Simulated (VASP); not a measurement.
# Rh in VASP: a series of runs

Rh is run at these levels: PBE; tasks: single point, relaxation of cell and atoms.

Program: VASP 6.6.1. These are calculated values, not measurements. Logs are shortened: lines on timing, memory, paths and dates and some standing lists are left out, and cuts for length are marked.

## 1. The cell of the first run

Symmetry: Pm-3m, No. 221, cubic system. The conventional cell has a = 2.536 Å, b = 2.536 Å, c = 2.536 Å, α = 90.00°, β = 90.00°, γ = 90.00°. Within 3.3 Å of Rh (site symmetry m-3m) lie 6 Rh at 2.54 Å.

This isn't the form of Rh at room conditions, which is fcc.

## 2. Single point, PBE

INCAR

```
ALGO     = Fast           # electronic algorithm
EDIFF    = 1E-6           # SCF threshold, eV
ENCUT    = 520            # plane-wave cutoff, eV
GGA      = PE             # functional
ISIF     = 2              # what is computed and relaxed
ISMEAR   = 0              # smearing method
LASPH    = T              # aspherical terms in the spheres
LCHARG   = T              # write CHGCAR
LELF     = T              # ELF
LREAL    = F              # projectors in reciprocal space
LVHAR    = T            
LWAVE    = F              # write WAVECAR
NBANDS   = 14             # bands
NELM     = 100            # most SCF steps
PREC     = Accurate       # precision mode
SIGMA    = 0.1            # smearing width, eV
```

KPOINTS

```
k-points
0
Gamma
  22 22 22
```

POSCAR

```
Rh
1.0
    2.5356695120      0.0000000000      0.0000000000
    0.0000000000      2.5356695120      0.0000000000
    0.0000000000      0.0000000000      2.5356219355
Rh
1
Direct
    0.0000000000      0.0000000000      0.0000000000
```

Potentials or basis: VASP PAW PBE potentials, release 64 (Rh_pv).

Launch:

```
$ cat potpaw_PBE.64/Rh_pv/POTCAR > POTCAR
$ mpirun -np 1 vasp_std > vasp.out
```

OUTCAR:

```text
EDIFF = 1E-6
   ENCUT = 520
   GGA = PE
   ISIF = 2
   ISMEAR = 0
   LASPH = T
   LREAL = F
   NELM = 100
   PREC = Accurate

 ion  position               nearest neighbor table
   1  0.000  0.000  0.000-

  LATTYP: Found a simple tetragonal cell.
 ALAT       =     2.5356695120
 C/A-ratio  =     0.9999812371

  Lattice vectors:

 A1 = (   2.5356695120,   0.0000000000,   0.0000000000)
 A2 = (   0.0000000000,   2.5356695120,   0.0000000000)
 A3 = (   0.0000000000,   0.0000000000,   2.5356219355)

Analysis of symmetry for initial positions (statically):
=====================================================================
 Subroutine PRICEL returns:
 Original cell was already a primitive cell.

 Routine SETGRP: Setting up the symmetry group for a
 simple tetragonal supercell.

 Subroutine GETGRP returns: Found 16 space group operations
 (whereof 16 operations were pure point group operations)
 out of a pool of 16 trial point group operations.

The static configuration has the point symmetry D_4h.

Analysis of symmetry for dynamics (positions and initial velocities):
=====================================================================
 Subroutine PRICEL returns:
 Original cell was already a primitive cell.

 Routine SETGRP: Setting up the symmetry group for a
 simple tetragonal supercell.

 Subroutine GETGRP returns: Found 16 space group operations
 (whereof 16 operations were pure point group operations)
 out of a pool of 16 trial point group operations.

The dynamic configuration has the point symmetry D_4h.

 Subroutine INISYM returns: Found 16 space group operations
 (whereof 16 operations are pure point group operations),
 and found     1 'primitive' translations

----------------------------------------------------------------------------------------

                                     Primitive cell

  volume of cell :      16.3031

  direct lattice vectors                    reciprocal lattice vectors
     2.535669512  0.000000000  0.000000000     0.394373161  0.000000000  0.000000000
     0.000000000  2.535669512  0.000000000     0.000000000  0.394373161  0.000000000
     0.000000000  0.000000000  2.535621936     0.000000000  0.000000000  0.394380560

  length of vectors
     2.535669512  2.535669512  2.535621936     0.394373161  0.394373161  0.394380560

  position of ions in fractional coordinates (direct lattice)
     0.000000000  0.000000000  0.000000000

  ion indices of the primitive-cell ions
   primitive index   ion index
                 1           1

----------------------------------------------------------------------------------------

 KPOINTS: k-points

Automatic generation of k-mesh.
 Grid dimensions read from file:
 generate k-points for:   22   22   22

 Generating k-lattice:

  Cartesian coordinates                     Fractional coordinates (reciprocal lattice)
     0.017926053  0.000000000  0.000000000     0.045454545  0.000000000  0.000000000
     0.000000000  0.017926053  0.000000000     0.000000000  0.045454545  0.000000000
     0.000000000  0.000000000  0.017926389     0.000000000  0.000000000  0.045454545

  Length of vectors
     0.017926053  0.017926053  0.017926389

  Shift w.r.t. Gamma in fractional coordinates (k-lattice)
     0.000000000  0.000000000  0.000000000

 Subroutine IBZKPT returns following result:
 ===========================================

 Found    936 irreducible k-points:

 Following reciprocal coordinates:
            Coordinates               Weight
  0.000000  0.000000  0.000000      1.000000
  0.045455  0.000000  0.000000      4.000000
  0.090909  0.000000  0.000000      4.000000
  0.136364  0.000000  0.000000      4.000000
  0.181818  0.000000  0.000000      4.000000
  0.227273  0.000000  0.000000      4.000000
[... 16 lines left out ...]
  0.500000  0.045455  0.000000      4.000000
  0.090909  0.090909  0.000000      4.000000
 [... further k-points ...]
   k-points           NKPTS =    936   k-points in BZ     NKDIM =    936   number of bands    NBANDS=     14
   number of dos      NEDOS =    301   number of ions     NIONS =      1
   total plane-waves  NPLWV =   8000
   dimension x,y,z NGX =    20 NGY =   20 NGZ =   20
   dimension x,y,z NGXF=    40 NGYF=   40 NGZF=   40
   ions per type =               1
   NGX,Y,Z   is equivalent  to a cutoff of  13.11, 13.11, 13.11 a.u.
   NGXF,Y,Z  is equivalent  to a cutoff of  26.23, 26.23, 26.23 a.u.
 SYSTEM =  unknown system
   PREC   = accura    normal or accurate (medium, high low for compatibility)
   ISTART =      0    job   : 0-new  1-cont  2-samecut
   ICHARG =      2    charge: 1-file 2-atom 10-const
   ISPIN  =      1    spin polarized calculation?
   LNONCOLLINEAR =      F non collinear calculations
   LSORBIT =      F    spin-orbit coupling
   LASPH  =      T    aspherical Exc in radial PAW
   ENCUT  =  520.0 eV  38.22 Ry    6.18 a.u.   4.71  4.71  4.71*2*pi/ulx,y,z
   NELM   =    100;   NELMIN=  2; NELMDL= -5     # of ELM steps
   EDIFF  = 0.1E-05   stopping-criterion for ELM
   LREAL  =      F    real-space projection
   EDIFFG = 0.1E-04   stopping-criterion for IOM
   NSW    =      0    number of steps for IOM
   IBRION =     -1    ionic relax: 0-MD 1-quasi-New 2-CG
   NFREE  =      0    steps in history (QN), initial steepest desc. (CG)
   ISIF   =      2    stress and relaxation
   ISYM   =      2    0-nonsym 1-usesym 2-fastsym
   POTIM  = 0.5000    time-step for ionic-motion
   TEBEG  =    0.0;   TEEND  =   0.0 temperature during run
   PSTRESS=    0.0 pullay stress
   NELECT =      15.0000    total number of electrons
   NUPDOWN=      -1.0000    fix difference up-down
   EMIN   =  10.00;   EMAX   =-10.00  energy-range for DOS
   EFERMI =   0.00;   METHOD = LEGACY
   ISMEAR =     0;   SIGMA  =   0.10  broadening in eV -4-tet -1-fermi 0-gaus
   EFERMI_NEDOS =   21; number of points for ismear=-14 and -15
   IALGO  =     68    algorithm
   IMIX   =      4    mixing-type and parameters
     AMIX     =   0.40;   BMIX     =  1.00
     AMIX_MAG =   1.60;   BMIX_MAG =  1.00
  volume/ion in A,a.u.               =      16.30       110.02
  Fermi-wavevector in a.u.,A,eV,Ry     =   1.592265  3.008944 34.494952  2.535307
  Thomas-Fermi vector in A             =   2.690677
   LORBIT       =      0    0 simple, 1 ext, 2 COOP (PROOUT), +10 PAW based schemes
   GGA     = PE    functional components
   LHFCALC =     F    Hartree Fock is set to
   AEXX    =    0.0000 exact exchange contribution
   IVDW    =     0    specifies the selected vdW correction
   LEPSILON=     F    determine dielectric tensor
   LRPA    =     F    only Hartree local field effects (RPA)
 non-spin polarized calculation
 RMM-DIIS sequential band-by-band and
 Gauss-broadening in eV      SIGMA  =   0.10
  energy-cutoff  :      520.00
  volume of cell :       16.30
 maximum number of plane-waves:       461
 NGX is ok and might be reduce to    20

 number of electron      15.0000000 magnetization

 Free energy of the ion-electron system (eV)
  ---------------------------------------------------
  ext. energy  EPLUGINS =         0.00000000
  ---------------------------------------------------
  free energy    TOTEN  =        -6.46970087 eV

  energy without entropy =       -6.46070160  energy(sigma->0) =       -6.46520124

 E-fermi :   9.1850     XC(G=0): -12.8027

 val. band max:        9.1829951666   @ k =   0.4091   0.2273   0.0455
 cond. band min:       9.1854572363   @ k =   0.5000   0.2727   0.2727
 fundamental gap:      0.0024620696
 Fermi energy:         9.1849693771

 k-point     1 :       0.0000    0.0000    0.0000
  band No.  band energies     occupation
      1     -36.8073      2.00000
      2     -36.8073      2.00000
      3     -36.8073      2.00000
      4       2.4682      2.00000
      5       4.1289      2.00000
      6       4.1290      2.00000
      7       9.9413      0.00000
      8       9.9414      0.00000
      9       9.9414      0.00000
     10      25.9948      0.00000
     11      25.9948      0.00000
     12      25.9956      0.00000
     13      30.4097      0.00000
     14      33.3268      0.00000

 k-point     2 :       0.0455    0.0000    0.0000
  band No.  band energies     occupation
      1     -36.8219      2.00000
      2     -36.8061      2.00000
      3     -36.8061      2.00000
      4       2.5282      2.00000
      5       4.1406      2.00000
      6       4.1826      2.00000
      7       9.8902      0.00000
      8       9.8903      0.00000
      9       9.9454      0.00000
     10      25.5522      0.00000
     11      26.0998      0.00000
     12      26.1006      0.00000
     13      30.4418      0.00000
     14      33.0608      0.00000

 k-point     3 :       0.0909    0.0000    0.0000
  band No.  band energies     occupation
      1     -36.8646      2.00000
      2     -36.8025      2.00000
      3     -36.8025      2.00000
      4       2.6999      2.00000
      5       4.1749      2.00000
      6       4.3476      2.00000
      7       9.7437      0.00000
      8       9.7438      0.00000
      9       9.9570      0.00000
     10      24.4886      0.00000
     11      26.4063      0.00000
     12      26.4072      0.00000
     13      30.4175      0.00000
     14      32.2639      0.00000
[... 324 lines left out ...]
 k-point    23 :       0.5000    0.0455    0.0000
  band No.  band energies     occupation
      1     -37.5040      2.00000
      2     -36.7610      2.00000
      3     -36.7457      2.00000
      4       4.7840      2.00000
      5       4.9697      2.00000
      6       7.5575      2.00000
      7       7.8606      2.00000
      8       9.5032      0.00001
      9      10.0967      0.00000
     10      15.3505      0.00000
     11      26.7386      0.00000
     12      30.3092      0.00000
     13      30.4560      0.00000
     14      32.0355      0.00000

 k-point    24 :       0.0909    0.0909    0.0000
  band No.  band energies     occupation
      1     -36.8618      2.00000
      2     -36.8574      2.00000
      3     -36.7977      2.00000
      4       2.9333      2.00000
      5       4.3116      2.00000
      6       4.4700      2.00000
      7       9.5417      0.00000
      8       9.7295      0.00000
      9       9.7933      0.00000
     10      24.7532      0.00000
     11      24.9291      0.00000
     12      26.8196      0.00000
     13      30.4070      0.00000
     14      32.0960      0.00000

 [... further k-points ...]
[... 5 lines left out ...]
  --------------------------------------------------------------------------------------
  -------------------------------------------------------------------------------------
  Total       -0.0041410     -0.0041410     -0.0036143      0.0000000      0.0000000      0.0000000
  in kB       -0.4069506     -0.4069506     -0.3551908      0.0000000      0.0000000      0.0000000
  external PRESSURE =      -0.3896973 kB  Pullay stress =       0.0000000 kB

 VOLUME and BASIS-vectors are now :
 -----------------------------------------------------------------------------
  energy-cutoff  :      520.00
  volume of cell :       16.30
      direct lattice vectors                 reciprocal lattice vectors
     2.535669512  0.000000000  0.000000000     0.394373161  0.000000000  0.000000000
     0.000000000  2.535669512  0.000000000     0.000000000  0.394373161  0.000000000
     0.000000000  0.000000000  2.535621936     0.000000000  0.000000000  0.394380560

 POSITION                                       TOTAL-FORCE (eV/Angst)
 -----------------------------------------------------------------------------------
      0.00000      0.00000      0.00000         0.000000      0.000000      0.000000
 -----------------------------------------------------------------------------------
    total drift:                                0.000000      0.000000      0.000000

  FREE ENERGIE OF THE ION-ELECTRON SYSTEM (eV)
  ---------------------------------------------------
  free  energy   TOTEN  =        -6.4697008698 eV

  energy  without entropy=       -6.4607016036  energy(sigma->0) =       -6.46520124
```

It took 60 s on 1 thread of Intel Xeon 6975P-C (Granite Rapids), shared host; peak memory 0.29 GiB.

Results:

```
Free energy            : -6.4697 eV
Pressure               : 0.0 GPa
Band gap on the k mesh : zero (an odd number of electrons rules out a gap without spin polarisation)
```

## 3. Relaxation of cell and atoms, PBE

This run uses another cell than the first one, of 16.01 Å³/atom.

INCAR

```
SYSTEM = Rh
ALGO = Fast
EDIFF = 1E-6
EDIFFG = -0.01
ENCUT = 600
GGA = PE
IBRION = 2
ISIF = 3
ISMEAR = 0
LASPH = .TRUE.
LCHARG = .FALSE.
LREAL = .FALSE.
LWAVE = .FALSE.
NELM = 60
NSW = 100
PREC = Accurate
SIGMA = 0.1
```

KPOINTS

```
k-points
0
G
  22 22 22
  0 0 0
```

POSCAR

```
Rh
1.0
    2.5002516821      0.0000000000      0.0000000000
    0.0000000000      2.5002516821      0.0000000000
    0.0000000000      0.0000000000      2.5617471555
Rh
1
Direct
    0.0000000000      0.0000000000      0.0000000000
```

Potentials or basis: VASP PAW PBE potentials, release 64 (Rh_pv).

Launch:

```
$ cat potpaw_PBE.64/Rh_pv/POTCAR > POTCAR
$ mpirun -np 1 vasp_std > vasp.out
```

Run time: 2.7 min. Hardware: 1 thread of Intel Xeon 6975P-C (Granite Rapids), shared host; peak memory 0.32 GiB.

The run converged. Its results:

| Quantity | Value |
| --- | --- |
| Free energy | -6.4692 eV |
| Relaxed volume | 16.29 Å³/atom |
| Relaxed cell | a = 2.535 Å, b = 2.535 Å, c = 2.535 Å, α = 90.00°, β = 90.00°, γ = 90.00° |
| Space group after relaxing (to 0.1 Å) | Pm-3m (No. 221) |
| Energy gained by relaxing | 8.8 meV/atom |
| Ionic steps | 5 |
| Pressure after relaxing | 0.0 GPa |
| Band gap on the k mesh | zero (an odd number of electrons rules out a gap without spin polarisation) |

The path:
```tsv
step	energy change (eV)	largest force (eV/Å)	pressure (GPa)	volume (Å³)
1	0.0000	0.0000	3.57	16.01
2	0.0023	0.0000	-5.67	16.85
3	-0.0079	0.0000	-0.93	16.39
4	-0.0086	0.0000	0.57	16.25
5	-0.0088	0.0000	-0.01	16.29
```

Final structure:
```xyz
1
Lattice="2.5352 0.0000 0.0000 0.0000 2.5352 0.0000 0.0000 0.0000 2.5350" Properties=species:S:1:pos:R:3 pbc="T T T"
Rh    0.0000    0.0000    2.5350
```

Levels at points of the mesh, in eV from the Fermi level:
| k point | band 3 | band 4 | band 5 | band 6 | band 7 | band 8 | band 9 | band 10 | band 11 |
| --- | --- | --- | --- | --- | --- | --- | --- | --- | --- |
| (0.00, 0.00, 0.00) | -45.99 | -6.72 | -5.06 | -5.06 | 0.76 | 0.76 | 0.76 | 16.81 | 16.82 |
| (0.50, 0.00, 0.00) | -45.93 | -4.44 | -4.29 | -1.33 | -1.33 | 0.01 | 0.96 | 6.17 | 17.53 |
| (0.50, 0.50, 0.00) | -45.87 | -5.52 | -3.61 | -0.93 | -0.93 | 2.30 | 5.64 | 5.64 | 13.23 |
| (0.00, 0.00, 0.50) | -45.93 | -4.44 | -4.29 | -1.33 | -1.33 | 0.01 | 0.96 | 6.17 | 17.53 |
| (0.50, 0.00, 0.50) | -45.87 | -5.52 | -3.61 | -0.93 | -0.93 | 2.30 | 5.64 | 5.64 | 13.23 |
| (0.50, 0.50, 0.50) | -46.53 | -4.40 | -4.40 | -4.39 | 2.43 | 2.43 | 10.20 | 12.06 | 12.06 |

## 4. Single point, PBE

This run uses another cell than the first one: it holds 2 atoms, not 1.

INCAR

```
PREC = Accurate
ENCUT = 520
EDIFF = 1E-6
ISMEAR = 0
SIGMA = 0.1
LREAL = False
LASPH = True
NELM = 80
ALGO = Fast
ISIF = 2
LWAVE = False
LCHARG = True
GGA = PE
LELF = True
LVHAR = True
NBANDS = 22
```

KPOINTS

```
Automatic mesh
0
Gamma
  6 6 6
```

POSCAR

```
Rh
1.0
    1.7646164766      1.0188017978      3.0196350814
   -1.7646164766      1.0188017978      3.0196350814
    0.0000000000     -2.0376035956      3.0196350814
Rh
2
Direct
    0.2500042395      0.2500042395      0.2500042395
    0.7499957605      0.7499957605      0.7499957605
```

Launch:

```
$ cat potpaw_PBE.64/Rh_pv/POTCAR > POTCAR
$ mpirun -np 1 vasp_std > vasp.out
```

It used 57 s of CPU time on 1 thread of Intel Xeon 8259CL (shared host).

The run converged. Its results:

```yaml
Free_energy: -12.9374 eV
Pressure: 0.2 GPa
Band_gap_on_the_k_mesh: zero (bands 15 and 16 overlap by 2.27 eV)
```

Stress tensor (GPa, compression positive):
```
0.28 0.00 0.00
0.00 0.28 0.00
0.00 0.00 0.02
```

Levels at points of the mesh, in eV from the Fermi level:
```csv
k point,band 13,band 14,band 15,band 16,band 17,band 18
"(0.00, 0.00, 0.00)",0.83,0.83,0.89,2.53,2.53,10.11
"(0.50, 0.00, 0.00)",-1.39,-1.39,-1.23,-1.22,1.21,1.21
"(0.50, 0.50, 0.00)",-0.85,-0.77,0.11,1.05,2.41,5.39
"(0.50, 0.50, 0.50)",-1.38,-1.38,-1.38,-1.38,0.74,0.74
```

Caveat: the k points lie up to 0.36 Å⁻¹ apart, too coarse for converged energies and pressures of a metal.

## 5. The runs side by side

```tsv
task	cell	k mesh	cutoff (eV)	gap on the mesh (eV)	pressure (GPa)
single point	a = 2.536 Å, 1 atom, atomic positions A	22 × 22 × 22	520	none	0.0
relaxation of cell and atoms	relaxed from a = 2.500, b = 2.500, c = 2.562 Å, 1 atom, atomic positions A	22 × 22 × 22	600	none	0.0
single point	a = 3.643 Å, angles 57.9°, 2 atoms, atomic positions B	6 × 6 × 6	520	none	0.2
```

Alike in all rows: level PBE; potentials or basis VASP PAW PBE potentials, release 64 (Rh_pv); no spin polarisation; smearing gaussian 0.1 eV.

Caveats: some runs use coarse meshes.

Absolute energies hang on the potentials; compare differences alone.
